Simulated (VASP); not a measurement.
NbC62 (a cell with a defect): single point with PBEsol

NbC62 (a cell with a defect):

```
CELL_PARAMETERS angstrom
7.10761 0.00000 0.00000
0.00000 7.10761 0.00000
0.00000 0.00000 7.10761
ATOMIC_POSITIONS crystal
C 0.00008 0.00055 0.00137
C 0.99879 0.99991 0.50155
C 0.99877 0.50073 0.00075
C 0.99020 0.49170 0.49254
C 0.50115 0.99922 0.00004
C 0.50239 0.00079 0.50209
C 0.50238 0.50127 0.00161
C 0.12596 0.12598 0.12680
C 0.12111 0.12168 0.62989
C 0.12109 0.62907 0.12251
C 0.62839 0.12225 0.12308
C 0.62687 0.12384 0.62565
C 0.62687 0.62482 0.12467
C 0.62920 0.62884 0.62966
C 0.24999 0.24864 0.00493
C 0.24280 0.24333 0.50855
C 0.24993 0.75205 0.00034
C 0.24971 0.77448 0.49119
C 0.75258 0.24988 0.00052
C 0.75902 0.24309 0.50087
C 0.74989 0.75098 0.99936
C 0.75044 0.74850 0.50047
C 0.37699 0.37783 0.12478
C 0.35025 0.35091 0.67208
C 0.37624 0.88093 0.12173
C 0.37342 0.87703 0.62657
C 0.88068 0.37617 0.12237
C 0.87790 0.37556 0.62650
C 0.87532 0.87511 0.12492
C 0.87864 0.87129 0.62373
C 0.25001 0.00411 0.24946
C 0.24994 0.99952 0.75287
C 0.24280 0.50774 0.24415
C 0.24966 0.49040 0.77531
C 0.75259 0.99970 0.25072
C 0.74990 0.99854 0.75180
C 0.75900 0.50005 0.24394
C 0.75044 0.49965 0.74933
C 0.37699 0.12394 0.37865
C 0.37625 0.12091 0.88174
C 0.35025 0.67128 0.35168
C 0.37340 0.62575 0.87785
C 0.88070 0.12154 0.37700
C 0.87532 0.12408 0.87594
C 0.87790 0.62567 0.37640
C 0.87863 0.62291 0.87213
C 0.00245 0.24911 0.24994
C 0.99891 0.24974 0.75312
C 0.99891 0.75229 0.25057
C 0.99450 0.75764 0.75848
C 0.50625 0.24511 0.24595
C 0.50289 0.24216 0.76148
C 0.50290 0.76066 0.24298
C 0.49820 0.74878 0.74960
C 0.12233 0.37852 0.37934
C 0.11953 0.37520 0.88359
C 0.11954 0.88275 0.37603
C 0.12611 0.87346 0.87428
C 0.66474 0.35460 0.35544
C 0.62756 0.37494 0.87767
C 0.62757 0.87685 0.37576
C 0.62433 0.87394 0.87477
Nb 0.45122 0.46110 0.46188
```

```
Program             : VASP 6.6.1
Task                : single point
Functional          : PBEsol
Potentials or basis : VASP PAW PBE potentials, release 64 (C, Nb_sv)
Cutoff              : 520 eV
k mesh              : 1 × 1 × 1, shifted
Occupations         : fermi-dirac, width 0.05 eV
Spin                : collinear spin
```

```
Largest force                                         : 0.082 eV/Å
Net moment                                            : 2.00 μB per cell
Site moments                                          : C +0.00, +0.39, +0.02, +0.01, -0.00, +0.03, +0.26, -0.01 (each value once); Nb +0.09 μB
Valence electrons inside the program's atomic spheres : C 2.56, 2.64, 2.62, 2.58, 2.61, 2.60, 2.57, 2.59, 2.55, 2.54, 2.73, 2.48, 2.72 (each value once); Nb 11.62
```

Forces in eV/Å, atoms in the order of the input:
```
C    0.014 -0.012 -0.016
C    0.000 -0.010 -0.010
C    0.001 -0.010 -0.016
C    0.017  0.029  0.026
C   -0.022 -0.002 -0.013
C   -0.011 -0.004  0.024
C   -0.008  0.020 -0.005
C   -0.019 -0.002 -0.012
C   -0.007 -0.002  0.004
C   -0.007  0.002 -0.004
C    0.008  0.007  0.008
C   -0.014  0.010  0.001
C   -0.012  0.001  0.013
C   -0.010  0.005 -0.002
C    0.022 -0.006  0.006
C    0.019  0.032 -0.017
C    0.013  0.001 -0.004
C    0.025 -0.063  0.045
C    0.002  0.006  0.005
C   -0.004 -0.005  0.037
C    0.020 -0.020  0.004
C   -0.001 -0.013 -0.006
C   -0.005 -0.007  0.004
C    0.031 -0.018  0.018
C   -0.008  0.004 -0.009
C    0.016 -0.005 -0.017
C   -0.005  0.000 -0.002
C    0.001 -0.006  0.001
C   -0.010  0.001 -0.006
C   -0.024  0.017  0.022
C    0.015 -0.001 -0.007
C    0.013 -0.009 -0.004
C    0.019 -0.016  0.029
C    0.029  0.039 -0.061
C    0.002  0.003  0.008
C    0.017 -0.003 -0.017
C   -0.004  0.036 -0.003
C   -0.005 -0.006 -0.016
C    0.003  0.007  0.000
C   -0.013 -0.007  0.006
C    0.036  0.018 -0.013
C    0.011 -0.012 -0.006
C   -0.010 -0.006  0.001
C   -0.003 -0.006  0.006
C    0.001 -0.002 -0.005
C   -0.023  0.023  0.017
C    0.014  0.014  0.019
C    0.005  0.014  0.006
C    0.006  0.008  0.014
C    0.009 -0.029 -0.029
C   -0.019  0.026  0.020
C    0.036  0.030 -0.023
C    0.034 -0.017  0.025
C   -0.002 -0.005 -0.004
C    0.002 -0.024 -0.033
C   -0.043  0.006 -0.009
C   -0.042 -0.017  0.009
C   -0.025  0.021  0.012
C   -0.038  0.012  0.014
C   -0.013 -0.013  0.003
C   -0.013 -0.003 -0.015
C   -0.014 -0.002 -0.003
Nb  -0.010 -0.028 -0.020
```

Levels at points of the mesh, in eV from the Fermi level:
Spin up:
```
           k point  band 129  band 130  band 131  band 132  band 133  band 134
(0.25, 0.25, 0.25)     -1.68     -0.47     -0.18      0.18      1.97      2.03
```
Spin down:
```csv
k point,band 126,band 127,band 128,band 129,band 130,band 131,band 132,band 133
"(0.25, 0.25, 0.25)",-2.22,-1.82,-1.71,-1.62,0.40,0.66,0.84,2.03
```

Wall time 3.7 min on 1 thread of Intel(R) Xeon(R) Platinum 8488C (Sapphire Rapids) (shared host), peak memory 0.53 GiB.

Caveat: the cell carries a net charge on a neutralising background, which shifts energy and pressure; the cell is charged against a uniform background, so pressure and absolute levels hang on convention; the PAW data sets were made with another functional, which shifts forces and pressure a little.
